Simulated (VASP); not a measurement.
Set up this calculation in VASP 6.6.1, as the native input.

```
Task                   : single point
Functional             : r2SCAN
Potentials or basis    : VASP PAW PBE potentials, release 64 (Zn, S)
Cutoff                 : 520 eV
k mesh                 : 8 × 8 × 8
Occupations            : gaussian, width 0.01 eV
Spin                   : no spin polarisation
Dipole correction      : no
Further INCAR settings : ALGO = Normal; EDIFF = 1e-07; NBANDS = 16
```

ZnS:

```
CELL_PARAMETERS angstrom
0.07401 2.70101 2.70101
2.70101 0.07401 2.70101
2.70101 2.70101 0.07401
ATOMIC_POSITIONS crystal
Zn 0.00260 0.00260 0.00260
S 0.24740 0.24740 0.24740
```

This cell differs from its parent crystal: epitaxial 111 strain -2.5%.

The input as run:

POSCAR

```
ZnS
1.0
    0.0740096535      2.7010127505      2.7010127505
    2.7010127505      0.0740096535      2.7010127505
    2.7010127505      2.7010127505      0.0740096535
Zn S
1 1
Direct
    0.0025977992      0.0025977992      0.0025977992
    0.2474022008      0.2474022008      0.2474022008
```

INCAR.step1

```
SYSTEM = ZnS
PREC = Accurate
ENCUT = 520
ISMEAR = 0
SIGMA = 0.01
LREAL = .FALSE.
LASPH = .TRUE.
NELM = 80
NBANDS = 16
GGA = PE
ALGO = Normal
EDIFF = 1E-4
LWAVE = .TRUE.
LCHARG = .FALSE.
```

INCAR.step2

```
SYSTEM = ZnS
PREC = Accurate
ENCUT = 520
EDIFF = 1E-7
ISMEAR = 0
SIGMA = 0.01
LREAL = .FALSE.
LASPH = .TRUE.
NELM = 80
ALGO = Normal
ISIF = 2
LWAVE = .FALSE.
LCHARG = .FALSE.
METAGGA = R2SCAN
LMIXTAU = .TRUE.
NBANDS = 16
ISTART = 1
```

KPOINTS

```
Automatic mesh
0
G
  8 8 8
  0 0 0
```

Potentials or basis: VASP PAW PBE potentials, release 64 (Zn, S).

Command:

```bash
$ cat potpaw_PBE.64/Zn/POTCAR potpaw_PBE.64/S/POTCAR > POTCAR
$ cp INCAR.step1 INCAR
$ mpirun -np 1 vasp_std > vasp.out
$ cp INCAR.step2 INCAR
$ mpirun -np 1 vasp_std > vasp.out
```

Results of the run:

The pressure is 2.9 GPa and the largest force is 0.004 eV/Å. The band gap on the k mesh is 2.74 eV, direct.

Caveat: the cell differs from its parent crystal (epitaxial 111 strain -2.5%); the PAW data sets were made with another functional, which shifts forces and pressure a little.

It took 93 s on 1 thread of Intel(R) Xeon(R) 6975P-C (Granite Rapids) (shared host), peak memory 0.18 GiB.
